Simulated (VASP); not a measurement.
Set up this calculation in VASP 6.6.1, as the native input.

* Task: single point
* Functional: PBE
* Potentials or basis: VASP PAW PBE potentials, release 64 (Ag, Pb_d, Cl)
* Cutoff: 520 eV
* k mesh: 8 × 8 × 6
* Occupations: gaussian, width 0.1 eV
* Spin: no spin polarisation
* Dipole correction: no
* Further INCAR settings: ALGO = Normal; EDIFF = 1e-07; NBANDS = 36

The structure of AgPbCl4 lies in POSCAR:

```
AgPbCl4
1.0
    4.7833218295      0.0000000000      0.0000000000
    0.0000000000      4.7833218295      0.0000000000
    0.0000000000      0.0000000000      6.9035670735
Ag Pb Cl
1 1 4
Direct
    0.0000000000      0.0000000000      0.0000000000
    0.5000000000      0.5000000000      0.5000000000
    0.5000000000      0.0000000000      0.2367084982
    0.0000000000      0.5000000000      0.7632915018
    0.5000000000      0.0000000000      0.7632915018
    0.0000000000      0.5000000000      0.2367084982
```

These files were run (other wordings do the same):

INCAR

```
  ALGO = Normal
  EDIFF = 1E-7
  ENCUT = 520
  GGA = PE
  ISIF = 2
  ISMEAR = 0
  LASPH = True
  LCHARG = True
  LELF = True
  LREAL = False
  LVHAR = True
  LWAVE = False
  NBANDS = 36
  NELM = 60
  PREC = Accurate
  SIGMA = 0.1
```

KPOINTS

```
k-points
0
Gamma
  8 8 6
```

Potentials or basis: VASP PAW PBE potentials, release 64 (Ag, Pb_d, Cl).

Command:

```console
$ cat potpaw_PBE.64/Ag/POTCAR potpaw_PBE.64/Pb_d/POTCAR potpaw_PBE.64/Cl/POTCAR > POTCAR
$ mpirun -np 1 vasp_std > vasp.out
```

Results of the run:

- Pressure: -0.1 GPa
- Band gap on the k mesh: zero (an odd number of electrons rules out a gap without spin polarisation)

Caveat: spin-orbit coupling is left out, which moves the levels of the heavy elements; an odd number of electrons without spin polarisation forces a metal; a magnetic or distorted state may lie lower.

Wall time 7.4 min on 1 thread of Intel Xeon 8259CL (shared host), peak memory 0.46 GiB.
